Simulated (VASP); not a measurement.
# CdSe (Fm-3m) in VASP: further runs, part 2 of 3

VASP 6.6.1. Earlier steps stand in the parts before.

## (3) Electric field gradients, PBEsol (volume scaled by 0.98)

Contents of INCAR:

```
SYSTEM = CdSe
PREC = Accurate
ENCUT = 520
EDIFF = 1E-8
ISMEAR = -1
SIGMA = 0.05
LREAL = .FALSE.
LASPH = .TRUE.
NELM = 80
ALGO = Normal
ISIF = 2
LWAVE = .FALSE.
LCHARG = .FALSE.
GGA = PS
LEFG = .TRUE.
NBANDS = 16
```

Contents of KPOINTS:

```
regular mesh
0
G
  11 11 11
  0 0 0
```

Contents of POSCAR:

```
CdSe
1.0
    0.0000000000      2.8546691101      2.8546691101
    2.8546691101      0.0000000000      2.8546691101
    2.8546691101      2.8546691101      0.0000000000
Cd Se
1 1
Direct
    0.0000000000      0.0000000000      0.0000000000
    0.5000000000      0.5000000000      0.5000000000
```

Potentials or basis: VASP PAW PBE potentials, release 64 (Cd, Se).

Started as:

```
$ cat potpaw_PBE.64/Cd/POTCAR potpaw_PBE.64/Se/POTCAR > POTCAR
$ mpirun -np 1 vasp_std > vasp.out
```

OUTCAR:

```text
SYSTEM = CdSe
   PREC = Accurate
   ENCUT = 520
   EDIFF = 1E-8
   ISMEAR = -1
   LREAL = .FALSE.
   LASPH = .TRUE.
   NELM = 80
   ISIF = 2
   GGA = PS

 ion  position               nearest neighbor table
   1  0.000  0.000  0.000-   2 2.85   2 2.85   2 2.85   2 2.85   2 2.85   2 2.85
   2  0.500  0.500  0.500-   1 2.85   1 2.85   1 2.85   1 2.85   1 2.85   1 2.85

  LATTYP: Found a face centered cubic cell.
 ALAT       =     5.7093382202

  Lattice vectors:

 A1 = (   0.0000000000,   2.8546691101,   2.8546691101)
 A2 = (   2.8546691101,   0.0000000000,   2.8546691101)
 A3 = (   2.8546691101,   2.8546691101,   0.0000000000)

Analysis of symmetry for initial positions (statically):
=====================================================================
 Subroutine PRICEL returns:
 Original cell was already a primitive cell.

 Routine SETGRP: Setting up the symmetry group for a
 face centered cubic supercell.

[... 645 lines left out ...]
      direct lattice vectors                 reciprocal lattice vectors
     0.000000000  2.854669110  2.854669110    -0.175151648  0.175151648  0.175151648
     2.854669110  0.000000000  2.854669110     0.175151648 -0.175151648  0.175151648
     2.854669110  2.854669110  0.000000000     0.175151648  0.175151648 -0.175151648

 POSITION                                       TOTAL-FORCE (eV/Angst)
 -----------------------------------------------------------------------------------
      0.00000      0.00000      0.00000        -0.000000      0.000000      0.000000
      2.85467      2.85467      2.85467         0.000000     -0.000000     -0.000000
 -----------------------------------------------------------------------------------
    total drift:                               -0.000000      0.000000      0.000000

  FREE ENERGIE OF THE ION-ELECTRON SYSTEM (eV)
  ---------------------------------------------------
  free  energy   TOTEN  =        -5.9803845944 eV

  energy  without entropy=       -5.9762759921  energy(sigma->0) =       -5.97833029

 Electric field gradients (V/A^2)
---------------------------------------------------------------------
 ion       V_xx      V_yy      V_zz      V_xy      V_xz      V_yz
---------------------------------------------------------------------
   1      -0.000    -0.000     0.000    -0.001    -0.001    -0.001
   2      -0.000    -0.000    -0.000     0.000     0.000     0.000
---------------------------------------------------------------------

 Electric field gradients after diagonalization (V/A^2)
 (convention: |V_zz| > |V_xx| > |V_yy|)
----------------------------------------------------------------------
 ion       V_xx      V_yy      V_zz     asymmetry (V_yy - V_xx)/ V_zz
----------------------------------------------------------------------
   1       0.001     0.001    -0.003       0.000
   2      -0.000    -0.000     0.000       0.000
----------------------------------------------------------------------

           NMR quadrupolar parameters

 Cq : quadrupolar parameter    Cq=e*Q*V_zz/h
 eta: asymmetry parameters     (V_yy - V_xx)/ V_zz
 Q  : nuclear electric quadrupole moment in mb (millibarn)
----------------------------------------------------------------------
 ion       Cq(MHz)       eta       Q (mb)
----------------------------------------------------------------------
   1      -0.000       0.000       1.000
   2       0.000       0.000       1.000
----------------------------------------------------------------------
```

OSZICAR:

```text
N       E                     dE             d eps       ncg     rms          rms(c)
DAV:   1     0.108393140142E+03    0.10839E+03   -0.90780E+03  1824   0.105E+03
DAV:   2    -0.262940891562E+01   -0.11102E+03   -0.10406E+03  2176   0.253E+02
DAV:   3    -0.638901972641E+01   -0.37596E+01   -0.37525E+01  2064   0.488E+01
DAV:   4    -0.640058127330E+01   -0.11562E-01   -0.11561E-01  2288   0.271E+00
DAV:   5    -0.640062911514E+01   -0.47842E-04   -0.47842E-04  2096   0.153E-01    0.528E+00
DAV:   6    -0.600649941426E+01    0.39413E+00   -0.62384E-01  2344   0.100E+01    0.457E+00
DAV:   7    -0.598298847887E+01    0.23511E-01   -0.10681E-01  2160   0.237E+00    0.223E+00
DAV:   8    -0.598062587552E+01    0.23626E-02   -0.11905E-02  2016   0.133E+00    0.215E-01
DAV:   9    -0.598039229148E+01    0.23358E-03   -0.12964E-03  2224   0.467E-01    0.380E-02
DAV:  10    -0.598037864940E+01    0.13642E-04   -0.15998E-04  2144   0.164E-01    0.324E-02
DAV:  11    -0.598038544353E+01   -0.67941E-05   -0.19612E-05  2048   0.396E-02    0.178E-02
DAV:  12    -0.598038464872E+01    0.79482E-06   -0.26856E-06  2096   0.175E-02    0.367E-03
DAV:  13    -0.598038455948E+01    0.89239E-07   -0.33486E-07  2040   0.359E-03    0.300E-03
DAV:  14    -0.598038458662E+01   -0.27143E-07   -0.19114E-08  2064   0.874E-04    0.447E-04
DAV:  15    -0.598038459441E+01   -0.77875E-08   -0.67337E-10  1144   0.199E-04
   1 F= -.59803846E+01 E0= -.59783303E+01  d E =-.410860E-02
```

stdout:

```text
POSCAR found type information on POSCAR CdSe
 POSCAR found :  2 types and       2 ions
 scaLAPACK will be used
 -----------------------------------------------------------------------------
|                                                                             |
|                                                                             |
|     You enforced a specific xc type in the INCAR file but a different       |
|     I HOPE YOU KNOW WHAT YOU ARE DOING!                                     |
|                                                                             |
 -----------------------------------------------------------------------------

 LDA part: xc-table for (Slater+PW92), standard interpolation
 POSCAR, INCAR and KPOINTS ok, starting setup
 FFT: planning ... GRIDC
 FFT: planning ... GRID_SOFT
 FFT: planning ... GRID
 WAVECAR not read
 entering main loop
ion   1

ion   2
```

Run time: 62 s. Hardware: 1 thread of AMD EPYC 7R43 (Zen 3), shared host; peak memory 0.15 GiB.

Results:

```
Free energy            : -5.9804 eV
Pressure               : -2.4 GPa
Band gap on the k mesh : zero (band 9 reaches 2.30 eV, above the bottom of band 10 at 1.88 eV)
```

Caveat: the cell differs from its parent crystal (volume scaled by 0.98); without QUAD_EFG the Cq values of the log hold for a quadrupole moment of 1 mb, not for the nuclei; the PAW data sets were made with another functional, which shifts forces and pressure a little.

## (4) Electric field gradients, PBEsol

This run uses another cell than the first one, of 23.74 Å³/atom, 1.063 times its volume.

Contents of INCAR:

```
PREC = Accurate
ENCUT = 520
EDIFF = 1E-8
ISMEAR = -1
SIGMA = 0.05
LREAL = False
LASPH = True
NELM = 60
ALGO = Normal
ISIF = 2
LWAVE = False
LCHARG = False
GGA = PS
LEFG = True
NBANDS = 16
```

Contents of KPOINTS:

```
regular mesh
0
Gamma
  11 11 11
```

Contents of POSCAR:

```
CdSe
1.0
    0.0000000000      2.8739580000      2.8739580000
    2.8739580000      0.0000000000      2.8739580000
    2.8739580000      2.8739580000      0.0000000000
Cd Se
1 1
Direct
    0.0000000000      0.0000000000      0.0000000000
    0.5000000000      0.5000000000      0.5000000000
```

Potentials or basis: VASP PAW PBE potentials, release 64 (Cd, Se).

Started as:

```
$ cat potpaw_PBE.64/Cd/POTCAR potpaw_PBE.64/Se/POTCAR > POTCAR
$ mpirun -np 1 vasp_std > vasp.out
```

OUTCAR:

```text
PREC = Accurate
   ENCUT = 520
   EDIFF = 1E-8
   ISMEAR = -1
   LREAL = False
   LASPH = True
   NELM = 60
   ISIF = 2
   GGA = PS

 ion  position               nearest neighbor table
   1  0.000  0.000  0.000-   2 2.87   2 2.87   2 2.87   2 2.87   2 2.87   2 2.87
   2  0.500  0.500  0.500-   1 2.87   1 2.87   1 2.87   1 2.87   1 2.87   1 2.87

  LATTYP: Found a face centered cubic cell.
 ALAT       =     5.7479160000

  Lattice vectors:

 A1 = (   0.0000000000,   2.8739580000,   2.8739580000)
 A2 = (   2.8739580000,   0.0000000000,   2.8739580000)
 A3 = (   2.8739580000,   2.8739580000,   0.0000000000)

Analysis of symmetry for initial positions (statically):
=====================================================================
 Subroutine PRICEL returns:
 Original cell was already a primitive cell.

 Routine SETGRP: Setting up the symmetry group for a
 face centered cubic supercell.

 Subroutine GETGRP returns: Found 48 space group operations
 (whereof 48 operations were pure point group operations)
 out of a pool of 48 trial point group operations.

The static configuration has the point symmetry O_h .

Analysis of symmetry for dynamics (positions and initial velocities):
=====================================================================
 Subroutine PRICEL returns:
 Original cell was already a primitive cell.

 Routine SETGRP: Setting up the symmetry group for a
 face centered cubic supercell.

 Subroutine GETGRP returns: Found 48 space group operations
 (whereof 48 operations were pure point group operations)
 out of a pool of 48 trial point group operations.

The dynamic configuration has the point symmetry O_h .

[... 148 lines left out ...]
 cond. band min:       2.4314184863   @ k =   0.4545   0.3636   0.0000
 fundamental gap:      0.3122033060
 Fermi energy:         2.1675015218

 k-point     1 :       0.0000    0.0000    0.0000
  band No.  band energies     occupation
      1     -10.7899      2.00000
      2      -5.7393      2.00000
      3      -5.7393      2.00000
      4      -5.7210      2.00000
      5      -5.7210      2.00000
      6      -5.7210      2.00000
[... 433 lines left out ...]
      3      -5.8405      2.00000
      4      -5.7462      2.00000
      5      -5.6594      2.00000
      6      -5.6027      2.00000
[... 8 lines left out ...]
     15      13.3794      0.00000
     16      14.2806      0.00000

 [... further k-points ...]
[... 5 lines left out ...]
  --------------------------------------------------------------------------------------
  -------------------------------------------------------------------------------------
  Total       -1.0432397     -1.0432397     -1.0432397      0.0000000      0.0000000      0.0000000
  in kB      -35.2065469    -35.2065469    -35.2065469      0.0000000      0.0000000      0.0000000
  external PRESSURE =     -35.2065469 kB  Pullay stress =       0.0000000 kB

 VOLUME and BASIS-vectors are now :
 -----------------------------------------------------------------------------
  energy-cutoff  :      520.00
  volume of cell :       47.48
      direct lattice vectors                 reciprocal lattice vectors
     0.000000000  2.873958000  2.873958000    -0.173976098  0.173976098  0.173976098
     2.873958000  0.000000000  2.873958000     0.173976098 -0.173976098  0.173976098
     2.873958000  2.873958000  0.000000000     0.173976098  0.173976098 -0.173976098

 POSITION                                       TOTAL-FORCE (eV/Angst)
 -----------------------------------------------------------------------------------
      0.00000      0.00000      0.00000        -0.000000      0.000000      0.000000
      2.87396      2.87396      2.87396         0.000000      0.000000     -0.000000
 -----------------------------------------------------------------------------------
    total drift:                               -0.000000      0.000000      0.000000

  FREE ENERGIE OF THE ION-ELECTRON SYSTEM (eV)
  ---------------------------------------------------
  free  energy   TOTEN  =        -5.9628387668 eV

  energy  without entropy=       -5.9586744806  energy(sigma->0) =       -5.96075662

 Electric field gradients (V/A^2)
---------------------------------------------------------------------
 ion       V_xx      V_yy      V_zz      V_xy      V_xz      V_yz
---------------------------------------------------------------------
   1       0.000    -0.000    -0.000    -0.002    -0.002    -0.002
   2       0.000    -0.000    -0.000     0.000     0.000     0.000
---------------------------------------------------------------------

 Electric field gradients after diagonalization (V/A^2)
 (convention: |V_zz| > |V_xx| > |V_yy|)
----------------------------------------------------------------------
 ion       V_xx      V_yy      V_zz     asymmetry (V_yy - V_xx)/ V_zz
----------------------------------------------------------------------
   1       0.002     0.002    -0.004       0.000
   2      -0.000    -0.000     0.000       0.000
----------------------------------------------------------------------

           NMR quadrupolar parameters

 Cq : quadrupolar parameter    Cq=e*Q*V_zz/h
 eta: asymmetry parameters     (V_yy - V_xx)/ V_zz
 Q  : nuclear electric quadrupole moment in mb (millibarn)
----------------------------------------------------------------------
 ion       Cq(MHz)       eta       Q (mb)
----------------------------------------------------------------------
   1      -0.000       0.000       1.000
   2       0.000       0.000       1.000
----------------------------------------------------------------------
```

Run time: 59 s. Hardware: 1 thread of AMD EPYC 7R43 (Zen 3), shared host; peak memory 0.16 GiB.

What came out:

| Quantity | Value |
| --- | --- |
| Free energy | -5.9628 eV |
| Pressure | -3.5 GPa |
| Band gap on the k mesh | zero (band 9 reaches 2.12 eV, above the bottom of band 10 at 1.70 eV) |

Levels at points of the mesh, in eV from the Fermi level:
```csv
k point,band 5,band 6,band 7,band 8,band 9,band 10,band 11,band 12,band 13,band 14
"(0.00, 0.00, 0.00)",-7.89,-7.89,-0.65,-0.65,-0.65,-0.07,8.54,8.54,8.54,9.63
```

Caveat: without QUAD_EFG the Cq values of the log hold for a quadrupole moment of 1 mb, not for the nuclei; the PAW data sets were made with another functional, which shifts forces and pressure a little.

[end of part 2 of 3]
